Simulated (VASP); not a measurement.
# HfB2 (P6/mmm) in VASP: further runs, part 2 of 2

VASP 6.6.1. The steps go on from the part before.

**5. Single point, PBEsol+U**

The input, INCAR:

```
ALGO     = Normal         # electronic algorithm
EDIFF    = 1E-6           # SCF threshold, eV
ENCUT    = 520            # plane-wave cutoff, eV
GGA      = PS             # functional
ISIF     = 2              # what is computed and relaxed
ISMEAR   = -1             # smearing method
LASPH    = T              # aspherical terms in the spheres
LCHARG   = F              # write CHGCAR
LDAU     = T              # DFT+U
LDAUJ    = 0 0          
LDAUL    = 2 -1           # shell
LDAUPRINT= 1            
LDAUTYPE = 2            
LDAUU    = 8 0            # U, eV
LMAXMIX  = 4              # l up to which the mixer works
LREAL    = F              # projectors in reciprocal space
LWAVE    = F              # write WAVECAR
NBANDS   = 15             # bands
NELM     = 150            # most SCF steps
PREC     = Accurate       # precision mode
SIGMA    = 0.05           # smearing width, eV
```

The input, KPOINTS:

```
k-points
0
Gamma
  10 10 8
```

The input, POSCAR:

```
HfB2
1.0
    3.1400000000      0.0000000000      0.0000000000
   -1.5700000000      2.7193197679      0.0000000000
    0.0000000000      0.0000000000      3.4800000000
Hf B
1 2
Direct
    0.0000000000      0.0000000000      0.0000000000
    0.6666666667      0.3333333333      0.5000000000
    0.3333333333      0.6666666667      0.5000000000
```

Potentials or basis: VASP PAW PBE potentials, release 64 (Hf_pv, B).

Command:

```
$ cat potpaw_PBE.64/Hf_pv/POTCAR potpaw_PBE.64/B/POTCAR > POTCAR
$ mpirun -np 1 vasp_std > vasp.out
```

OUTCAR:

```text
EDIFF = 1E-6
   ENCUT = 520
   GGA = PS
   ISIF = 2
   ISMEAR = -1
   LASPH = T
   LREAL = F
   NELM = 150
   PREC = Accurate

 ion  position               nearest neighbor table
   1  0.000  0.000  0.000-   2 2.51   3 2.51   2 2.51   3 2.51   2 2.51   2 2.51   3 2.51   3 2.51
                             2 2.51   2 2.51   3 2.51   3 2.51
   2  0.667  0.333  0.500-   3 1.81   3 1.81   3 1.81   1 2.51   1 2.51   1 2.51   1 2.51   1 2.51
                             1 2.51
   3  0.333  0.667  0.500-   2 1.81   2 1.81   2 1.81   1 2.51   1 2.51   1 2.51   1 2.51   1 2.51
                             1 2.51

  LATTYP: Found a hexagonal cell.
 ALAT       =     3.1400000000
 C/A-ratio  =     1.1082802548

  Lattice vectors:

 A1 = (   3.1400000000,   0.0000000000,   0.0000000000)
 A2 = (  -1.5700000000,   2.7193197679,   0.0000000000)
 A3 = (   0.0000000000,   0.0000000000,   3.4800000000)

Analysis of symmetry for initial positions (statically):
=====================================================================
 Subroutine PRICEL returns:
 Original cell was already a primitive cell.

 Routine SETGRP: Setting up the symmetry group for a
 hexagonal supercell.
[... 215 lines left out ...]
      1     -23.8609      2.00000
      2     -23.3947      2.00000
      3     -23.3947      2.00000
      4      -5.8802      2.00000
      5       5.0546      2.00000
      6       5.5648      2.00000
      7       5.5648      2.00000
      8       5.6437      2.00000
      9      12.8858      0.00000
     10      12.9015      0.00000
     11      12.9015      0.00000
     12      13.4517      0.00000
     13      13.4518      0.00000
     14      13.5746      0.00000
[... 401 lines left out ...]
      2     -23.7695      2.00000
      3     -23.6003      2.00000
      4      -1.9397      2.00000
      5      -0.4982      2.00000
      6       3.5415      2.00000
      7       4.6639      2.00000
      8       6.4213      2.00000
      9       9.4962      0.00000
     10      12.6652      0.00000
     11      13.0521      0.00000
     12      15.3759      0.00000
     13      15.6771      0.00000
     14      16.7406      0.00000
     15      19.3236      0.00000

 [... further k-points ...]
[... 5 lines left out ...]
  --------------------------------------------------------------------------------------
  -------------------------------------------------------------------------------------
  Total        3.2653067      3.2653067      4.5896858      0.0000000      0.0000000     -0.0000000
  in kB      176.0619049    176.0619049    247.4710293      0.0000000      0.0000000     -0.0000000
  external PRESSURE =     199.8649463 kB  Pullay stress =       0.0000000 kB

 VOLUME and BASIS-vectors are now :
 -----------------------------------------------------------------------------
  energy-cutoff  :      520.00
  volume of cell :       29.71
      direct lattice vectors                 reciprocal lattice vectors
     3.140000000  0.000000000  0.000000000     0.318471338  0.183869512  0.000000000
    -1.570000000  2.719319768  0.000000000     0.000000000  0.367739025  0.000000000
     0.000000000  0.000000000  3.480000000     0.000000000  0.000000000  0.287356322

 POSITION                                       TOTAL-FORCE (eV/Angst)
 -----------------------------------------------------------------------------------
      0.00000      0.00000      0.00000         0.000000      0.000000      0.000000
      1.57000      0.90644      1.74000        -0.000000     -0.000000      0.000000
     -0.00000      1.81288      1.74000        -0.000000      0.000000      0.000000
 -----------------------------------------------------------------------------------
    total drift:                               -0.000000      0.000000      0.000000

  FREE ENERGIE OF THE ION-ELECTRON SYSTEM (eV)
  ---------------------------------------------------
  free  energy   TOTEN  =       -22.0946345426 eV

  energy  without entropy=      -22.0922786538  energy(sigma->0) =      -22.09345660
```

OSZICAR:

```text
N       E                     dE             d eps       ncg     rms          rms(c)
DAV:   1     0.330006012509E+02    0.33001E+02   -0.81559E+03  2100   0.102E+03
DAV:   2    -0.240045415218E+02   -0.57005E+02   -0.53628E+02  2851   0.223E+02
DAV:   3    -0.255550056119E+02   -0.15505E+01   -0.15447E+01  2758   0.270E+01
DAV:   4    -0.255608598975E+02   -0.58543E-02   -0.58530E-02  2541   0.207E+00
DAV:   5    -0.255608939098E+02   -0.34012E-04   -0.34013E-04  2737   0.137E-01    0.549E+01
DAV:   6    -0.223664886423E+02    0.31944E+01   -0.38425E+00  2653   0.137E+01    0.425E+01
DAV:   7    -0.221940642800E+02    0.17242E+00   -0.19679E+00  2737   0.979E+00    0.167E+01
DAV:   8    -0.221012368574E+02    0.92827E-01   -0.45992E-01  2548   0.488E+00    0.430E+00
DAV:   9    -0.220946176423E+02    0.66192E-02   -0.32227E-02  2471   0.134E+00    0.400E-01
DAV:  10    -0.220946407105E+02   -0.23068E-04   -0.10176E-03  2737   0.222E-01    0.419E-01
DAV:  11    -0.220946396915E+02    0.10190E-05   -0.98668E-05  2576   0.748E-02    0.200E-01
DAV:  12    -0.220946342799E+02    0.54116E-05   -0.12958E-05  2611   0.295E-02    0.349E-02
DAV:  13    -0.220946345426E+02   -0.26267E-06   -0.62130E-07  1694   0.676E-03
   1 F= -.22094635E+02 E0= -.22093457E+02  d E =-.235589E-02
```

It took 22 s on 1 thread of Intel Xeon Platinum 8259CL at 2.50GHz (Skylake/Cascade Lake), shared host; peak memory 0.16 GiB.

What came out:

| Item | Value |
| --- | --- |
| Free energy | -22.0946 eV |
| Pressure | 20.0 GPa |
| Band gap on the k mesh | zero (band 8 reaches 9.44 eV, above the bottom of band 9 at 8.44 eV) |

Eigenvalues of the final occupation matrices:
```csv
site,spin,trace,eigenvalues
site 1 d,1,0.80,0.14 0.16 0.16 0.17 0.17
site 1 d,2,0.80,0.14 0.16 0.16 0.17 0.17
```

Caveat: the PAW data sets were made with another functional, which shifts forces and pressure a little; spin-orbit coupling is left out, which moves the levels of the heavy elements; U without spin polarisation on a metal has little footing; the U is typed as a test and isn't derived for this compound.

**6. The runs side by side**

| U | gap on the mesh (eV) | pressure (GPa) |
| --- | --- | --- |
| Hf d U = 4.0 eV | none | 7.3 |
| Hf d U = 5.0 eV | none | 10.4 |
| Hf d U = 6.0 eV | none | 13.5 |
| Hf d U = 8.0 eV | none | 20.0 |

Alike in all rows: task single point; level PBEsol+U; potentials or basis VASP PAW PBE potentials, release 64 (Hf_pv, B); no spin polarisation; cell as given; k mesh 10 × 10 × 8; cutoff (eV) 520; smearing fermi-dirac 0.05 eV.

Every run on the cell as given and a fine mesh finds a metal.

Caveats: the PAW data sets were made with another functional, which shifts forces and pressure a little; spin-orbit coupling is left out, which moves the levels of the heavy elements; U without spin polarisation on a metal has little footing; the U is typed as a test and isn't derived for this compound.

Total energies depend on the potentials used, so only differences within one code and one set of settings carry meaning.
